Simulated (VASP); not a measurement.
Here is a VASP 6.6.1 calculation.

INCAR

```
SYSTEM = Al2O3
PREC = Accurate
ENCUT = 520
EDIFF = 1E-7
ISMEAR = 0
SIGMA = 0.01
LREAL = .False.
LASPH = .True.
NELM = 100
ALGO = Normal
ISIF = 2
LWAVE = .False.
LCHARG = .False.
GGA = PE
NBANDS = 35
```

File KPOINTS:

```
Automatic mesh
0
Gamma
  7 7 7
  0 0 0
```

The input POSCAR:

```
Al2O3
1.0
    2.4039417622      1.3879164235      4.3742070937
   -2.4039417622      1.3879164235      4.3742070937
    0.0000000000     -2.7758328471      4.3742070937
Al O
4 6
Direct
    0.6478877112      0.6478877093      0.6478877093
    0.8521122915      0.8521122891      0.8521122891
    0.1478877103      0.1478877098      0.1478877098
    0.3521122906      0.3521122896      0.3521122896
    0.4438508605      0.0561491400      0.7499999994
    0.9438508606      0.2499999995      0.5561491396
    0.0561491412      0.7499999995      0.4438508594
    0.7500000005      0.4438508593      0.0561491399
    0.2500000013      0.5561491397      0.9438508591
    0.5561491413      0.9438508590      0.2499999996
```

Potentials or basis: VASP PAW PBE potentials, release 64 (Al, O).

The run is started by

```bash
$ cat potpaw_PBE.64/Al/POTCAR potpaw_PBE.64/O/POTCAR > POTCAR
$ mpirun -np 1 vasp_std > vasp.out
```

**Question.** Estimate the band gap on the k mesh.

**Answer.** 5.85 eV, direct.

**Question.** Estimate the largest force.

**Answer.** 0.011 eV/Å.

**Question.** Estimate the pressure.

**Answer.** -0.1 GPa.

Forces on the atoms (eV/Å):
```
Al   0.000  0.000 -0.011
Al   0.000  0.000  0.011
Al   0.000  0.000 -0.011
Al   0.000  0.000  0.011
O   -0.004  0.000  0.000
O   -0.002 -0.003  0.000
O    0.002  0.003  0.000
O    0.002 -0.003  0.000
O   -0.002  0.003  0.000
O    0.004  0.000  0.000
```

A k mesh can miss the band edges. As with any semilocal functional, this PBE gap is likely too small.
